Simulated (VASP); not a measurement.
# NaC18 in VASP: single point with PBE

Aim: the single point of NaC18 with PBE.

Program: VASP 6.6.1. These are calculated values, not measurements. Logs are shortened: lines on timing, memory, paths and dates and some standing lists are left out, and cuts for length are marked.

### Step 1. The cell of the first run

The cell holds a slab with vacuum, 19 atoms: a = 7.398 Å, b = 7.398 Å, c = 13.000 Å, α = 90.00°, β = 90.00°, γ = 120.00°.

### Step 2. Single point, PBE, collinear spin, zero start

File INCAR:

```
ALGO     = Normal         # electronic algorithm
EDIFF    = 1E-6           # SCF threshold, eV
ENCUT    = 520            # plane-wave cutoff, eV
GGA      = PE             # functional
ISIF     = 2              # what is computed and relaxed
ISMEAR   = -1             # smearing method
ISPIN    = 2              # spin polarisation
LASPH    = T              # aspherical terms in the spheres
LCHARG   = T              # write CHGCAR
LELF     = T              # ELF
LORBIT   = 11             # projections on sites
LREAL    = Auto         
LVHAR    = T            
LWAVE    = F              # write WAVECAR
MAGMOM   = 0 0 0 0 0 0 0 0 0 0 0 0 0 0 0 0 0 0 0 # initial moments
NBANDS   = 58             # bands
NELM     = 150            # most SCF steps
PREC     = Accurate       # precision mode
SIGMA    = 0.05           # smearing width, eV
```

File KPOINTS:

```
k-points
0
Gamma
  2 2 1
```

File POSCAR:

```
NaC18
1.0
    7.3980000000      0.0000000000      0.0000000000
   -3.6990000000      6.4068560000      0.0000000000
    0.0000000000      0.0000000000     13.0000000000
C Na
18 1
Direct
   -0.0064191855      0.0041948812      0.0774110769
    0.2166201373      0.1157274332      0.0776383077
   -0.0064101396      0.3388766659      0.0773449231
    0.2166507049      0.4503622370      0.0775863846
   -0.0061259662      0.6716785893      0.0787709231
    0.2160076465      0.7827400834      0.0787386923
    0.3275645637      0.0046333178      0.0787479231
    0.5494497236      0.1161527589      0.0787704615
    0.3281443699      0.3387894156      0.0777222308
    0.5501842032      0.4498190688      0.0787957692
    0.3275671955      0.6724131150      0.0787438462
    0.5494455494      0.7827786359      0.0787657692
    0.6599163044      0.0046982483      0.0785982308
    0.8820691600      0.1157503774      0.0772083077
    0.6605397591      0.3383022812      0.0787270769
    0.8824306865      0.4498129816      0.0786093077
    0.6605347414      0.6717177661      0.0787243846
    0.8824360054      0.7821074799      0.0786613077
    0.1013543721      0.2259523236      0.2427430000
```

Potentials or basis: VASP PAW PBE potentials, release 64 (C, Na_pv).

Run with:

```sh
cat potpaw_PBE.64/C/POTCAR potpaw_PBE.64/Na_pv/POTCAR > POTCAR
mpirun -np 1 vasp_std > vasp.out
```

OUTCAR:

```text
EDIFF = 1E-6
   ENCUT = 520
   GGA = PE
   ISIF = 2
   ISMEAR = -1
   ISPIN = 2
   LASPH = T
   LORBIT = 11
   LREAL = Auto
   NELM = 150
   PREC = Accurate

 ion  position               nearest neighbor table
   1  0.994  0.004  0.077-  18 1.42   2 1.43  14 1.43
   2  0.217  0.116  0.078-   7 1.42   1 1.43   9 1.43
   3  0.994  0.339  0.077-  16 1.42   4 1.43  14 1.43
   4  0.217  0.450  0.078-  11 1.42   3 1.43   9 1.43
   5  0.994  0.672  0.079-  16 1.42  18 1.42   6 1.42
   6  0.216  0.783  0.079-  11 1.42   7 1.42   5 1.42
[... 10 lines left out ...]
  17  0.661  0.672  0.079-  10 1.42  18 1.42  12 1.42
  18  0.882  0.782  0.079-   5 1.42  17 1.42   1 1.42
  19  0.101  0.226  0.243-

  LATTYP: Found a hexagonal cell.
 ALAT       =     7.3980000000
 C/A-ratio  =     1.7572316842

  Lattice vectors:

 A1 = (   7.3980000000,   0.0000000000,   0.0000000000)
 A2 = (  -3.6990000000,   6.4068560000,   0.0000000000)
 A3 = (   0.0000000000,   0.0000000000,  13.0000000000)

Analysis of symmetry for initial positions (statically):
=====================================================================
 Subroutine PRICEL returns:
 Original cell was already a primitive cell.

 Routine SETGRP: Setting up the symmetry group for a
 hexagonal supercell.

 Subroutine GETGRP returns: Found  1 space group operations
 (whereof  1 operations were pure point group operations)
 out of a pool of 24 trial point group operations.

The static configuration has the point symmetry C_1 .

Analysis of symmetry for dynamics (positions and initial velocities):
=====================================================================
 Subroutine PRICEL returns:
 Original cell was already a primitive cell.

 Routine SETGRP: Setting up the symmetry group for a
 hexagonal supercell.

 Subroutine GETGRP returns: Found  1 space group operations
 (whereof  1 operations were pure point group operations)
 out of a pool of 24 trial point group operations.

The dynamic configuration has the point symmetry C_1 .

Analysis of structural, dynamic, and magnetic symmetry:
=====================================================================
 Subroutine PRICEL returns:
 Original cell was already a primitive cell.

 Routine SETGRP: Setting up the symmetry group for a
 hexagonal supercell.

 Subroutine GETGRP returns: Found  1 space group operations
 (whereof  1 operations were pure point group operations)
 out of a pool of 24 trial point group operations.

The overall configuration has the point symmetry C_1 .

 Subroutine INISYM returns: Found  1 space group operations
 (whereof  1 operations are pure point group operations),
 and found     1 'primitive' translations

----------------------------------------------------------------------------------------

                                     Primitive cell

  volume of cell :     616.1730

  direct lattice vectors                    reciprocal lattice vectors
     7.398000000  0.000000000  0.000000000     0.135171668  0.078041398  0.000000000
    -3.699000000  6.406856000  0.000000000     0.000000000  0.156082796  0.000000000
     0.000000000  0.000000000 13.000000000     0.000000000  0.000000000  0.076923077

  length of vectors
     7.398000000  7.398000054 13.000000000     0.156082797  0.156082796  0.076923077

  position of ions in fractional coordinates (direct lattice)
     0.993580814  0.004194881  0.077411077
     0.216620137  0.115727433  0.077638308
     0.993589860  0.338876666  0.077344923
     0.216650705  0.450362237  0.077586385
     0.993874034  0.671678589  0.078770923
     0.216007647  0.782740083  0.078738692
[... 11 lines left out ...]
     0.882436005  0.782107480  0.078661308
     0.101354372  0.225952324  0.242743000

  ion indices of the primitive-cell ions
   primitive index   ion index
                 1           1
                 2           2
                 3           3
                 4           4
                 5           5
                 6           6
[... 11 lines left out ...]
                18          18
                19          19

----------------------------------------------------------------------------------------

 KPOINTS: k-points

Automatic generation of k-mesh.
 Grid dimensions read from file:
 generate k-points for:    2    2    1

 Generating k-lattice:

  Cartesian coordinates                     Fractional coordinates (reciprocal lattice)
     0.067585834  0.039020699  0.000000000     0.500000000 -0.000000000  0.000000000
     0.000000000  0.078041398  0.000000000     0.000000000  0.500000000  0.000000000
     0.000000000  0.000000000  0.076923077     0.000000000  0.000000000  1.000000000

  Length of vectors
     0.078041399  0.078041398  0.076923077

  Shift w.r.t. Gamma in fractional coordinates (k-lattice)
     0.000000000  0.000000000  0.000000000

 Subroutine IBZKPT returns following result:
 ===========================================

 Found      4 irreducible k-points:

 Following reciprocal coordinates:
            Coordinates               Weight
  0.000000  0.000000  0.000000      1.000000
  0.500000  0.000000  0.000000      1.000000
  0.000000  0.500000  0.000000      1.000000
  0.500000  0.500000  0.000000      1.000000
   k-points           NKPTS =      4   k-points in BZ     NKDIM =      4   number of bands    NBANDS=     58
   number of dos      NEDOS =    301   number of ions     NIONS =     19
   total plane-waves  NPLWV = 307328
   dimension x,y,z NGX =    56 NGY =   56 NGZ =   98
   dimension x,y,z NGXF=   112 NGYF=  112 NGZF=  196
   ions per type =              18   1
   NGX,Y,Z   is equivalent  to a cutoff of  12.58, 12.58, 12.53 a.u.
   NGXF,Y,Z  is equivalent  to a cutoff of  25.17, 25.17, 25.06 a.u.
 SYSTEM =  unknown system
   PREC   = accura    normal or accurate (medium, high low for compatibility)
   ISTART =      0    job   : 0-new  1-cont  2-samecut
   ICHARG =      2    charge: 1-file 2-atom 10-const
   ISPIN  =      2    spin polarized calculation?
   LNONCOLLINEAR =      F non collinear calculations
   LSORBIT =      F    spin-orbit coupling
   LASPH  =      T    aspherical Exc in radial PAW
   ENCUT  =  520.0 eV  38.22 Ry    6.18 a.u.  13.76 13.76 24.17*2*pi/ulx,y,z
   NELM   =    150;   NELMIN=  2; NELMDL= -5     # of ELM steps
   EDIFF  = 0.1E-05   stopping-criterion for ELM
   LREAL  =      T    real-space projection
   EDIFFG = 0.1E-04   stopping-criterion for IOM
   NSW    =      0    number of steps for IOM
   IBRION =     -1    ionic relax: 0-MD 1-quasi-New 2-CG
   NFREE  =      0    steps in history (QN), initial steepest desc. (CG)
   ISIF   =      2    stress and relaxation
   ISYM   =      2    0-nonsym 1-usesym 2-fastsym
   POTIM  = 0.5000    time-step for ionic-motion
   TEBEG  =    0.0;   TEEND  =   0.0 temperature during run
   PSTRESS=    0.0 pullay stress
   NELECT =      79.0000    total number of electrons
   NUPDOWN=      -1.0000    fix difference up-down
   EMIN   =  10.00;   EMAX   =-10.00  energy-range for DOS
   EFERMI =   0.00;   METHOD = LEGACY
   ISMEAR =    -1;   SIGMA  =   0.05  broadening in eV -4-tet -1-fermi 0-gaus
   EFERMI_NEDOS =   21; number of points for ismear=-14 and -15
   IALGO  =     38    algorithm
   IMIX   =      4    mixing-type and parameters
     AMIX     =   0.40;   BMIX     =  1.00
     AMIX_MAG =   1.60;   BMIX_MAG =  1.00
  volume/ion in A,a.u.               =      32.43       218.85
  Fermi-wavevector in a.u.,A,eV,Ry     =   0.825499  1.559966  9.271661  0.681448
  Thomas-Fermi vector in A             =   1.937368
   LORBIT       =     11    0 simple, 1 ext, 2 COOP (PROOUT), +10 PAW based schemes
   GGA     = PE    functional components
   LHFCALC =     F    Hartree Fock is set to
   AEXX    =    0.0000 exact exchange contribution
   IVDW    =     0    specifies the selected vdW correction
   LEPSILON=     F    determine dielectric tensor
   LRPA    =     F    only Hartree local field effects (RPA)
 spin polarized calculation
  energy-cutoff  :      520.00
  volume of cell :      616.17
 maximum number of plane-waves:     16651
 NGX is ok and might be reduce to    56
   NGX = 27   NGY = 27   NGZ = 49

 number of electron      79.0000003 magnetization      -0.0000015

 number of electron      79.0000003 magnetization       0.0000026

 Free energy of the ion-electron system (eV)
  ---------------------------------------------------
  ext. energy  EPLUGINS =         0.00000000
  ---------------------------------------------------
  free energy    TOTEN  =      -166.88281737 eV

  energy without entropy =     -166.87942387  energy(sigma->0) =     -166.88112062

 E-fermi :  -0.2621     XC(G=0):  -3.5846

 val. band max:       -0.5459616236   @ k =   0.0000   0.0000   0.0000
 cond. band min:      -0.0369553986   @ k =   0.0000   0.0000   0.0000
 fundamental gap:      0.5090062250
 Fermi energy:        -0.2621488925

 spin component 1

 k-point     1 :       0.0000    0.0000    0.0000
  band No.  band energies     occupation
      1     -27.1688      1.00000
      2     -27.1440      1.00000
      3     -27.1440      1.00000
      4     -19.9631      1.00000
      5     -17.4668      1.00000
      6     -17.4186      1.00000
[... 43 lines left out ...]
     50       4.2803      0.00000
     51       4.4676      0.00000
[... 160 lines left out ...]
     50       3.4385      0.00000
     51       3.5840      0.00000
 Fermi energy:        -0.2621488925

 spin component 2

 k-point     1 :       0.0000    0.0000    0.0000
  band No.  band energies     occupation
      1     -27.1688      1.00000
      2     -27.1440      1.00000
      3     -27.1440      1.00000
      4     -19.9631      1.00000
      5     -17.4668      1.00000
      6     -17.4186      1.00000
[... 43 lines left out ...]
     50       4.2803      0.00000
     51       4.4676      0.00000
[... 160 lines left out ...]
     50       3.4390      0.00000
     51       3.5841      0.00000
 [bands above 51 left out]

------------------------ aborting loop because EDIFF is reached ----------------------------------------

  FORCE on cell =-STRESS in cart. coord.  units (eV):
  Direction    XX          YY          ZZ          XY          YZ          ZX
  --------------------------------------------------------------------------------------
  -------------------------------------------------------------------------------------
  Total        6.2961285      6.2858452     -0.3277044     -0.0073062      0.0208408      0.0271260
  in kB       16.3712380     16.3444992     -0.8520992     -0.0189975      0.0541905      0.0705332
  external PRESSURE =      10.6212127 kB  Pullay stress =       0.0000000 kB

 VOLUME and BASIS-vectors are now :
 -----------------------------------------------------------------------------
  energy-cutoff  :      520.00
  volume of cell :      616.17
      direct lattice vectors                 reciprocal lattice vectors
     7.398000000  0.000000000  0.000000000     0.135171668  0.078041398  0.000000000
    -3.699000000  6.406856000  0.000000000     0.000000000  0.156082796  0.000000000
     0.000000000  0.000000000 13.000000000     0.000000000  0.000000000  0.076923077

 POSITION                                       TOTAL-FORCE (eV/Angst)
 -----------------------------------------------------------------------------------
      7.33499      0.02688      1.00634        -0.014587     -0.000185     -0.001422
      1.17448      0.74145      1.00930        -0.019142      0.005201     -0.001792
      6.09707      2.17113      1.00548         0.001144     -0.023736     -0.006467
     -0.06311      2.88541      1.00862        -0.008471     -0.017945     -0.003955
      4.86814      4.30335      1.02402        -0.000553      0.005641     -0.004048
     -1.29733      5.01490      1.02360         0.007773      0.007868      0.004785
[... 11 lines left out ...]
      3.63525      5.01085      1.02260         0.000341      0.010623     -0.002448
     -0.08598      1.44764      3.15566         0.012137      0.004225      0.007010
 -----------------------------------------------------------------------------------
    total drift:                                0.001348     -0.001644     -0.041449

  FREE ENERGIE OF THE ION-ELECTRON SYSTEM (eV)
  ---------------------------------------------------
  free  energy   TOTEN  =      -166.8828173729 eV

  energy  without entropy=     -166.8794238690  energy(sigma->0) =     -166.88112062

 total charge

# of ion       s       p       d       tot
------------------------------------------
    1        0.859   1.798   0.000   2.657
    2        0.859   1.798   0.000   2.657
    3        0.859   1.798   0.000   2.657
    4        0.859   1.798   0.000   2.657
    5        0.861   1.797   0.000   2.658
    6        0.861   1.797   0.000   2.658
[... 11 lines left out ...]
   18        0.861   1.799   0.000   2.660
   19        0.034   5.976   0.000   6.010
--------------------------------------------------
tot         15.516  38.342   0.000  53.858

 magnetization (x)

# of ion       s       p       d       tot
------------------------------------------
    1        0.000  -0.000   0.000  -0.000
    2        0.000  -0.000   0.000  -0.000
    3        0.000   0.000   0.000   0.000
    4        0.000  -0.000   0.000  -0.000
    5        0.000  -0.000   0.000  -0.000
    6        0.000  -0.000   0.000  -0.000
[... 11 lines left out ...]
   18        0.000  -0.000   0.000   0.000
   19        0.000   0.000   0.000   0.000
--------------------------------------------------
tot          0.000  -0.000   0.000   0.000
```

Wall time 9.7 min (1 thread of AMD EPYC 9R45 (Zen 5), shared host); peak memory 0.9 GiB.

What came out:

```
Free energy                                           : -166.8828 eV
Largest force                                         : 0.025 eV/Å
Net moment                                            : 0.00 μB per cell
Valence electrons inside the program's atomic spheres : C 2.66; Na 6.01
```

Forces on the atoms (eV/Å):
```
C   -0.015  0.000 -0.001
C   -0.019  0.005 -0.002
C    0.001 -0.024 -0.006
C   -0.008 -0.018 -0.004
C   -0.001  0.006 -0.004
C    0.008  0.008  0.005
C    0.002  0.002  0.004
C    0.010 -0.002 -0.004
C   -0.012 -0.004 -0.002
C    0.001  0.004 -0.003
C    0.008 -0.002  0.000
C    0.007  0.013 -0.006
C    0.004 -0.001 -0.005
C   -0.013  0.001  0.011
C    0.002  0.005  0.001
C    0.001 -0.006  0.004
C    0.011 -0.002  0.007
C    0.000  0.011 -0.002
Na   0.012  0.004  0.007
```

Caveat: the k points lie up to 0.49 Å⁻¹ apart; there is no dipole correction, which matters where the two faces differ; no moment was typed at the start, so none could form.
